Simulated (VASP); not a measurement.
Wanted: the native input for a VASP 6.6.1 run.

```
Task                   : single point
Functional             : PBE
Potentials or basis    : VASP PAW PBE potentials, release 64 (Ti_sv, N, C)
Cutoff                 : 520 eV
k mesh                 : 9 × 9 × 1
Occupations            : gaussian, width 0.1 eV
Spin                   : no spin polarisation
Dipole correction      : yes
Further INCAR settings : ALGO = Normal; EDIFF = 1e-06; NBANDS = 36
```

The structure of Ti3CN3 lies in POSCAR:

```
Ti3CN3
1.0
    3.0028555063      0.0000000000      0.0000000000
    0.0000000000      3.0028555063      0.0000000000
    0.0000000000      0.0000000000     19.7584944394
Ti N C
3 3 1
Direct
    0.5000000000      0.5000000000      0.2024445745
    0.0000000000      0.0000000000      0.3072496205
    0.5000000000      0.5000000000      0.4076776406
    0.0000000000      0.0000000000      0.2024445745
    0.5000000000      0.5000000000      0.3055678855
    0.0000000000      0.0000000000      0.4179718482
    0.0000000000      0.5000000000      0.4746066712
```

The input as run:

INCAR

```
PREC = Accurate ; ENCUT = 520
EDIFF = 1E-6 ; ISMEAR = 0
SIGMA = 0.1 ; LREAL = False
LASPH = True ; NELM = 60
ALGO = Normal ; ISIF = 2
LWAVE = False ; LCHARG = True
LDIPOL = True ; IDIPOL = 3
DIPOL = 0.5 0.5 0.331 ; GGA = PE
LELF = True ; LVHAR = True
LVACPOTAV = True ; NBANDS = 36
```

KPOINTS

```
Automatic mesh
0
Gamma
  9 9 1
```

Potentials or basis: VASP PAW PBE potentials, release 64 (Ti_sv, N, C).

Command:

```sh
$ cat potpaw_PBE.64/Ti_sv/POTCAR potpaw_PBE.64/N/POTCAR potpaw_PBE.64/C/POTCAR > POTCAR
$ mpirun -np 1 vasp_std > vasp.out
```

Results of the run:

- Largest force: 1.917 eV/Å

It took 2.3 min on 1 thread of Intel(R) Xeon(R) 6975P-C (Granite Rapids), with other jobs on the host, peak memory 0.35 GiB.
